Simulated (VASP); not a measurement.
# KBr (Fm-3m) in VASP: further runs

Runs on KBr. Level: r2SCAN. Tasks: single point.

Everything below comes from runs of VASP 6.6.1. Logs are shortened: lines on timing, memory, paths and dates and some standing lists are left out, and cuts for length are marked.

**1. The cell of the first run**

The structure is cubic, space group Fm-3m (No. 225). The conventional cell has a = 6.329 Å, b = 6.329 Å, c = 6.329 Å, α = 90.00°, β = 90.00°, γ = 90.00°. K (site symmetry m-3m) has 6 Br at 3.16 Å within 4.2 Å. Br (site symmetry m-3m) has 6 K at 3.16 Å within 4.2 Å.

**2. Single point, r2SCAN (volume scaled by 0.88)**

File POSCAR:

```
KBr
1.0
    0.0000000000      3.1644699173      3.1644699173
    3.1644699173      0.0000000000      3.1644699173
    3.1644699173      3.1644699173      0.0000000000
K Br
1 1
Direct
    0.0000000000      0.0000000000      0.0000000000
    0.5000000000      0.5000000000      0.5000000000
```

File INCAR.step1:

```
SYSTEM = KBr
PREC = Accurate
ENCUT = 520
ISMEAR = 0
SIGMA = 0.02
LREAL = .False.
LASPH = .True.
NELM = 100
NBANDS = 15
GGA = PE
ALGO = Normal
EDIFF = 1E-4
LWAVE = .True.
LCHARG = .False.
```

File INCAR.step2:

```
SYSTEM = KBr
PREC = Accurate
ENCUT = 520
EDIFF = 1E-6
ISMEAR = 0
SIGMA = 0.02
LREAL = .False.
LASPH = .True.
NELM = 100
ALGO = Normal
ISIF = 2
LWAVE = .False.
LCHARG = .False.
METAGGA = R2SCAN
LMIXTAU = .True.
NBANDS = 15
ISTART = 1
```

File KPOINTS:

```
Automatic mesh
0
Gamma
  6 6 6
  0 0 0
```

Potentials or basis: VASP PAW PBE potentials, release 64 (K_sv, Br).

Command:

```bash
$ cat potpaw_PBE.64/K_sv/POTCAR potpaw_PBE.64/Br/POTCAR > POTCAR
$ cp INCAR.step1 INCAR
$ mpirun -np 1 vasp_std > vasp.out
$ cp INCAR.step2 INCAR
$ mpirun -np 1 vasp_std > vasp.out
```

OUTCAR:

```text
SYSTEM = KBr
   PREC = Accurate
   ENCUT = 520
   EDIFF = 1E-6
   ISMEAR = 0
   LREAL = .False.
   LASPH = .True.
   NELM = 100
   ISIF = 2
   METAGGA = R2SCAN
   ISTART = 1

 ion  position               nearest neighbor table
   1  0.000  0.000  0.000-   2 3.16   2 3.16   2 3.16   2 3.16   2 3.16   2 3.16
   2  0.500  0.500  0.500-   1 3.16   1 3.16   1 3.16   1 3.16   1 3.16   1 3.16

  LATTYP: Found a face centered cubic cell.
 ALAT       =     6.3289398346

  Lattice vectors:

 A1 = (   0.0000000000,   3.1644699173,   3.1644699173)
 A2 = (   3.1644699173,   0.0000000000,   3.1644699173)
 A3 = (   3.1644699173,   3.1644699173,   0.0000000000)

Analysis of symmetry for initial positions (statically):
=====================================================================
 Subroutine PRICEL returns:
 Original cell was already a primitive cell.

 Routine SETGRP: Setting up the symmetry group for a
 face centered cubic supercell.

 Subroutine GETGRP returns: Found 48 space group operations
 (whereof 48 operations were pure point group operations)
 out of a pool of 48 trial point group operations.

The static configuration has the point symmetry O_h .

Analysis of symmetry for dynamics (positions and initial velocities):
=====================================================================
 Subroutine PRICEL returns:
 Original cell was already a primitive cell.

 Routine SETGRP: Setting up the symmetry group for a
 face centered cubic supercell.

 Subroutine GETGRP returns: Found 48 space group operations
 (whereof 48 operations were pure point group operations)
 out of a pool of 48 trial point group operations.

The dynamic configuration has the point symmetry O_h .

 Subroutine INISYM returns: Found 48 space group operations
 (whereof 48 operations are pure point group operations),
 and found     1 'primitive' translations

----------------------------------------------------------------------------------------

                                     Primitive cell

  volume of cell :      63.3772

  direct lattice vectors                    reciprocal lattice vectors
     0.000000000  3.164469917  3.164469917    -0.158004346  0.158004346  0.158004346
     3.164469917  0.000000000  3.164469917     0.158004346 -0.158004346  0.158004346
     3.164469917  3.164469917  0.000000000     0.158004346  0.158004346 -0.158004346

  length of vectors
     4.475236275  4.475236275  4.475236275     0.273671555  0.273671555  0.273671555

  position of ions in fractional coordinates (direct lattice)
     0.000000000  0.000000000  0.000000000
     0.500000000  0.500000000  0.500000000

  ion indices of the primitive-cell ions
   primitive index   ion index
                 1           1
                 2           2

----------------------------------------------------------------------------------------

 KPOINTS: Automatic mesh

Automatic generation of k-mesh.
 Grid dimensions read from file:
 generate k-points for:    6    6    6

 Generating k-lattice:

  Cartesian coordinates                     Fractional coordinates (reciprocal lattice)
    -0.026334058  0.026334058  0.026334058     0.166666667  0.000000000  0.000000000
     0.026334058 -0.026334058  0.026334058     0.000000000  0.166666667  0.000000000
     0.026334058  0.026334058 -0.026334058     0.000000000  0.000000000  0.166666667

  Length of vectors
     0.045611926  0.045611926  0.045611926

  Shift w.r.t. Gamma in fractional coordinates (k-lattice)
     0.000000000  0.000000000  0.000000000

 Subroutine IBZKPT returns following result:
 ===========================================

 Found     16 irreducible k-points:

 Following reciprocal coordinates:
            Coordinates               Weight
  0.000000  0.000000  0.000000      1.000000
  0.166667  0.000000  0.000000      8.000000
  0.333333  0.000000  0.000000      8.000000
  0.500000  0.000000  0.000000      4.000000
  0.166667  0.166667  0.000000      6.000000
  0.333333  0.166667  0.000000     24.000000
[... 8 lines left out ...]
 -0.333333  0.333333  0.166667     24.000000
 -0.333333  0.500000  0.166667     12.000000
   k-points           NKPTS =     16   k-points in BZ     NKDIM =     16   number of bands    NBANDS=     15
   number of dos      NEDOS =    301   number of ions     NIONS =      2
   total plane-waves  NPLWV =  46656
   dimension x,y,z NGX =    36 NGY =   36 NGZ =   36
   dimension x,y,z NGXF=    72 NGYF=   72 NGZF=   72
   ions per type =               1   1
   NGX,Y,Z   is equivalent  to a cutoff of  13.37, 13.37, 13.37 a.u.
   NGXF,Y,Z  is equivalent  to a cutoff of  26.75, 26.75, 26.75 a.u.
 SYSTEM =  KBr
   PREC   = accura    normal or accurate (medium, high low for compatibility)
   ISTART =      1    job   : 0-new  1-cont  2-samecut
   ICHARG =      0    charge: 1-file 2-atom 10-const
   ISPIN  =      1    spin polarized calculation?
   LNONCOLLINEAR =      F non collinear calculations
   LSORBIT =      F    spin-orbit coupling
   LASPH  =      T    aspherical Exc in radial PAW
   ENCUT  =  520.0 eV  38.22 Ry    6.18 a.u.   8.32  8.32  8.32*2*pi/ulx,y,z
   NELM   =    100;   NELMIN=  2; NELMDL=  0     # of ELM steps
   EDIFF  = 0.1E-05   stopping-criterion for ELM
   LREAL  =      F    real-space projection
   EDIFFG = 0.1E-04   stopping-criterion for IOM
   NSW    =      0    number of steps for IOM
   IBRION =     -1    ionic relax: 0-MD 1-quasi-New 2-CG
   NFREE  =      0    steps in history (QN), initial steepest desc. (CG)
   ISIF   =      2    stress and relaxation
   ISYM   =      2    0-nonsym 1-usesym 2-fastsym
   POTIM  = 0.5000    time-step for ionic-motion
   TEBEG  =    0.0;   TEEND  =   0.0 temperature during run
   PSTRESS=    0.0 pullay stress
   NELECT =      16.0000    total number of electrons
   NUPDOWN=      -1.0000    fix difference up-down
   EMIN   =  10.00;   EMAX   =-10.00  energy-range for DOS
   EFERMI =   0.00;   METHOD = LEGACY
   ISMEAR =     0;   SIGMA  =   0.02  broadening in eV -4-tet -1-fermi 0-gaus
   EFERMI_NEDOS =   21; number of points for ismear=-14 and -15
   IALGO  =     38    algorithm
   IMIX   =      4    mixing-type and parameters
     AMIX     =   0.40;   BMIX     =  1.00
     AMIX_MAG =   1.60;   BMIX_MAG =  1.00
  volume/ion in A,a.u.               =      31.69       213.85
  Fermi-wavevector in a.u.,A,eV,Ry     =   1.034675  1.955252 14.565742  1.070552
  Thomas-Fermi vector in A             =   2.168981
   LORBIT       =      0    0 simple, 1 ext, 2 COOP (PROOUT), +10 PAW based schemes
   METAGGA = R2SCAN    functional components
   LHFCALC =     F    Hartree Fock is set to
   AEXX    =    0.0000 exact exchange contribution
   IVDW    =     0    specifies the selected vdW correction
   LEPSILON=     F    determine dielectric tensor
   LRPA    =     F    only Hartree local field effects (RPA)
 non-spin polarized calculation
 Gauss-broadening in eV      SIGMA  =   0.02
  energy-cutoff  :      520.00
  volume of cell :       63.38
 maximum number of plane-waves:      1724
 NGX is ok and might be reduce to    36
   NGX = 17   NGY = 17   NGZ = 17

 number of electron      15.9999998 magnetization

 Free energy of the ion-electron system (eV)
  ---------------------------------------------------
  ext. energy  EPLUGINS =         0.00000000
  ---------------------------------------------------
  free energy    TOTEN  =       -23.17797208 eV

  energy without entropy =      -23.17797208  energy(sigma->0) =      -23.17797208

 E-fermi :  -1.5103     XC(G=0):  -8.3058

 val. band max:       -1.5994887478   @ k =   0.0000   0.0000   0.0000
 cond. band min:       3.8728430377   @ k =   0.0000   0.0000   0.0000
 fundamental gap:      5.4723317854
 Fermi energy:        -1.5102702289

 k-point     1 :       0.0000    0.0000    0.0000
  band No.  band energies     occupation
      1     -30.2385      2.00000
      2     -14.5060      2.00000
      3     -12.9561      2.00000
      4     -12.9561      2.00000
      5     -12.9561      2.00000
      6      -1.5995      2.00000
      7      -1.5995      2.00000
      8      -1.5995      2.00000
      9       3.8728      0.00000
     10       6.6182      0.00000
     11       6.6182      0.00000
     12       6.6182      0.00000
     13       7.6829      0.00000
     14       7.6829      0.00000
     15      10.7977      0.00000

 k-point     2 :       0.1667    0.0000    0.0000
  band No.  band energies     occupation
      1     -30.2358      2.00000
      2     -14.5685      2.00000
      3     -12.9577      2.00000
      4     -12.9577      2.00000
      5     -12.8654      2.00000
      6      -2.0401      2.00000
      7      -1.7196      2.00000
      8      -1.7196      2.00000
      9       4.5987      0.00000
     10       6.4790      0.00000
     11       7.0012      0.00000
     12       7.0012      0.00000
     13       8.1373      0.00000
     14       8.1373      0.00000
     15      11.9049      0.00000

 k-point     3 :       0.3333    0.0000    0.0000
  band No.  band energies     occupation
      1     -30.2303      2.00000
      2     -14.6775      2.00000
      3     -12.9607      2.00000
      4     -12.9607      2.00000
      5     -12.6976      2.00000
      6      -2.7421      2.00000
      7      -1.9425      2.00000
      8      -1.9425      2.00000
      9       5.5537      0.00000
     10       7.0684      0.00000
     11       8.0341      0.00000
     12       8.0341      0.00000
     13       9.2741      0.00000
     14       9.2741      0.00000
     15      11.5019      0.00000
[... 199 lines left out ...]
 k-point    15 :      -0.3333    0.3333    0.1667
  band No.  band energies     occupation
      1     -30.2252      2.00000
      2     -14.5558      2.00000
      3     -13.0357      2.00000
      4     -13.0144      2.00000
      5     -12.7871      2.00000
      6      -2.6027      2.00000
      7      -2.2403      2.00000
      8      -2.1009      2.00000
      9       6.3461      0.00000
     10       6.7129      0.00000
     11       8.3558      0.00000
     12       8.8500      0.00000
     13       9.8812      0.00000
     14      10.4111      0.00000
     15      11.0196      0.00000

 k-point    16 :      -0.3333    0.5000    0.1667
  band No.  band energies     occupation
      1     -30.2244      2.00000
      2     -14.4595      2.00000
      3     -13.0825      2.00000
      4     -13.0372      2.00000
      5     -12.8710      2.00000
      6      -2.4382      2.00000
      7      -2.1916      2.00000
      8      -2.1330      2.00000
      9       5.4754      0.00000
     10       7.6023      0.00000
     11       7.6998      0.00000
     12       8.9995      0.00000
     13       9.6185      0.00000
     14      10.3820      0.00000
     15      11.1616      0.00000

------------------------ aborting loop because EDIFF is reached ----------------------------------------

  FORCE on cell =-STRESS in cart. coord.  units (eV):
  Direction    XX          YY          ZZ          XY          YZ          ZX
  --------------------------------------------------------------------------------------
  -------------------------------------------------------------------------------------
  Total        1.1340730      1.1340730      1.1340730     -0.0000000      0.0000000      0.0000000
  in kB       28.6694064     28.6694064     28.6694064     -0.0000000      0.0000000      0.0000000
  external PRESSURE =      28.6694064 kB  Pullay stress =       0.0000000 kB

 VOLUME and BASIS-vectors are now :
 -----------------------------------------------------------------------------
  energy-cutoff  :      520.00
  volume of cell :       63.38
      direct lattice vectors                 reciprocal lattice vectors
     0.000000000  3.164469917  3.164469917    -0.158004346  0.158004346  0.158004346
     3.164469917  0.000000000  3.164469917     0.158004346 -0.158004346  0.158004346
     3.164469917  3.164469917  0.000000000     0.158004346  0.158004346 -0.158004346

 POSITION                                       TOTAL-FORCE (eV/Angst)
 -----------------------------------------------------------------------------------
      0.00000      0.00000      0.00000         0.000000      0.000000      0.000000
      3.16447      3.16447      3.16447        -0.000000     -0.000000     -0.000000
 -----------------------------------------------------------------------------------
    total drift:                                0.000000      0.000000      0.000000

  FREE ENERGIE OF THE ION-ELECTRON SYSTEM (eV)
  ---------------------------------------------------
  free  energy   TOTEN  =       -23.1779720816 eV

  energy  without entropy=      -23.1779720816  energy(sigma->0) =      -23.17797208
```

Run time: 38 s. Hardware: 1 thread of Intel Xeon 6975P-C (Granite Rapids), shared host; peak memory 0.21 GiB.

Results:

```
Free energy            : -23.1780 eV
Pressure               : 2.9 GPa
Band gap on the k mesh : 5.47 eV, direct
```

Levels at points of the mesh, in eV from the valence-band top:
```csv
k point,band 4,band 5,band 6,band 7,band 8,band 9,band 10,band 11,band 12,band 13
"(0.00, 0.00, 0.00)",-11.36,-11.36,0.00,0.00,0.00,5.47,8.22,8.22,8.22,9.28
"(0.50, 0.00, 0.00)",-11.36,-11.02,-1.44,-0.45,-0.45,7.40,9.33,10.85,10.85,11.21
"(0.50, 0.50, 0.00)",-11.42,-11.42,-0.96,-0.33,-0.33,6.18,8.52,10.38,10.90,11.03
```

Caveat: the PAW data sets were made with another functional, which shifts forces and pressure a little.

**3. Single point, r2SCAN (volume scaled by 0.91)**

File POSCAR:

```
KBr
1.0
    0.0000000000      3.2000287354      3.2000287354
    3.2000287354      0.0000000000      3.2000287354
    3.2000287354      3.2000287354      0.0000000000
K Br
1 1
Direct
    0.0000000000      0.0000000000      0.0000000000
    0.5000000000      0.5000000000      0.5000000000
```

File INCAR.step1:

```
SYSTEM = KBr
PREC = Accurate
ENCUT = 520
ISMEAR = 0
SIGMA = 0.02
LREAL = .FALSE.
LASPH = .TRUE.
NELM = 60
NBANDS = 15
GGA = PE
ALGO = Normal
EDIFF = 1E-4
LWAVE = .TRUE.
LCHARG = .FALSE.
```

File INCAR.step2:

```
SYSTEM = KBr
PREC = Accurate
ENCUT = 520
EDIFF = 1E-6
ISMEAR = 0
SIGMA = 0.02
LREAL = .FALSE.
LASPH = .TRUE.
NELM = 60
ALGO = Normal
ISIF = 2
LWAVE = .FALSE.
LCHARG = .TRUE.
METAGGA = R2SCAN
LMIXTAU = .TRUE.
LELF = .TRUE.
LVHAR = .TRUE.
NBANDS = 15
ISTART = 1
```

File KPOINTS:

```
regular mesh
0
G
  6 6 6
  0 0 0
```

Potentials or basis: VASP PAW PBE potentials, release 64 (K_sv, Br).

Command:

```bash
$ cat potpaw_PBE.64/K_sv/POTCAR potpaw_PBE.64/Br/POTCAR > POTCAR
$ cp INCAR.step1 INCAR
$ mpirun -np 1 vasp_std > vasp.out
$ cp INCAR.step2 INCAR
$ mpirun -np 1 vasp_std > vasp.out
```

It took 36 s on 1 thread of Intel Xeon 6975P-C (Granite Rapids), shared host; peak memory 0.21 GiB.

It converged, with:

```yaml
Free_energy: -23.2108 eV
Pressure: 2.0 GPa
Band_gap_on_the_k_mesh: 5.36 eV, direct
```

Levels at points of the mesh, in eV from the valence-band top:
```tsv
k point	band 4	band 5	band 6	band 7	band 8	band 9	band 10	band 11	band 12	band 13
(0.00, 0.00, 0.00)	-11.41	-11.41	0.00	0.00	0.00	5.36	8.23	8.23	8.23	9.27
(0.50, 0.00, 0.00)	-11.42	-11.10	-1.36	-0.41	-0.41	7.33	9.21	10.77	10.77	11.10
(0.50, 0.50, 0.00)	-11.46	-11.46	-0.92	-0.32	-0.32	6.23	8.39	10.34	10.69	10.91
```

Caveat: the PAW data sets were made with another functional, which shifts forces and pressure a little.

(Continued in part 2 of 2.)
